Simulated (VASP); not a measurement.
Ta3Sb4:

```
CELL_PARAMETERS angstrom
4.32950 0.00000 0.00000
-2.16475 3.74945 0.00000
0.00000 0.00000 13.42144
ATOMIC_POSITIONS crystal
Ta 0.00000 0.00000 0.75000
Ta 0.00000 0.00000 0.25000
Ta 0.00000 0.00000 0.00000
Sb 0.33333 0.66667 0.87500
Sb 0.33333 0.66667 0.37500
Sb 0.66667 0.33333 0.12500
Sb 0.66667 0.33333 0.62500
```

This cell differs from its parent crystal: atoms taken out.

- Program: VASP 6.6.1
- Task: relaxation of cell and atoms
- Functional: PBE
- Potentials or basis: VASP PAW PBE potentials, release 64 (Ta_pv, Sb)
- Cutoff: 600 eV
- k mesh: 6 × 6 × 2
- Occupations: gaussian, width 0.1 eV
- Spin: no spin polarisation

At the start: pressure -12.2 GPa; volume 31.12 Å³/atom.

Problem. How do energy, volume and symmetry change on relaxing?

Solution. Over 37 steps the energy falls by 387.8 meV/atom and the volume is 22.21 Å³/atom (-28.6 %); space group P-3m1 (No. 164, to 0.1 Å) before and after.

The path:
```
step  energy change (eV)  largest force (eV/Å)  pressure (GPa)  volume (Å³)
   1              0.0000                1.3881          -12.23       217.87
   2              0.3836                3.0735           26.34       151.23
   3             -1.7558                0.2204           -0.77       181.69
   4             -1.7584                0.2692           -0.25       180.73
   5             -1.7582                0.3160            0.14       180.04
   6             -1.7768                0.3027            0.16       179.40
   7             -1.7956                0.3775            0.27       177.87
   8             -1.8111                0.3142           -0.46       178.28
   9             -1.8200                0.2314           -1.47       178.86
  10             -1.8280                0.2059           -1.38       178.32
  11             -1.8542                0.3029           -1.12       176.68
  12             -1.9281                0.6184           -0.65       173.38
  13             -2.0861                1.3232            0.48       166.75
  14             -1.9168                3.2508            5.73       153.36
  15             -2.1174                1.8101            1.24       163.46
  16             -2.1203                2.0043            1.65       162.14
  17             -2.1247                2.0412            1.70       161.87
  18             -2.1364                2.1500            1.85       161.05
  19             -2.1506                2.3502            2.23       159.40
  20             -2.1680                2.3195            2.11       159.37
  21             -2.2180                2.2257            1.78       159.29
  22             -2.3086                2.0329            1.13       159.12
  23             -2.4532                1.6402           -0.03       158.74
  24             -2.6117                0.9081           -1.89       157.81
  25             -2.6174                0.8384           -2.25       157.55
  26             -2.6568                0.6881           -1.18       155.97
  27             -2.6862                0.3913            0.88       153.23
  28             -2.6967                0.3180            0.55       153.76
  29             -2.7092                0.1413           -0.27       155.26
  30             -2.7118                0.0894            0.03       155.03
  31             -2.7126                0.0966            0.29       154.84
  32             -2.7137                0.0569            0.05       155.22
  33             -2.7139                0.0418           -0.10       155.48
  34             -2.7142                0.0459           -0.01       155.41
  35             -2.7143                0.0487            0.05       155.37
  36             -2.7143                0.0498            0.07       155.35
  37             -2.7145                0.0270            0.00       155.47
```

Final structure:
```
Ta Sb
1.0
     3.52766    0.00000    0.00000
    -1.76383    3.05504    0.00000
     0.00000    0.00000   14.42590
Ta Sb
3 4
Direct
  0.00000 0.00000 0.72695
  0.00000 0.00000 0.27305
  0.00000 0.00000 0.00000
  0.33333 0.66667 0.86381
  0.33333 0.66667 0.40770
  0.66667 0.33333 0.13619
  0.66667 0.33333 0.59230
```

Caveat: the cell differs from its parent crystal (atoms taken out); the volume moved by over 15 % at a fixed basis, so the end points are rough; an odd number of electrons without spin polarisation forces a metal; a magnetic or distorted state may lie lower.
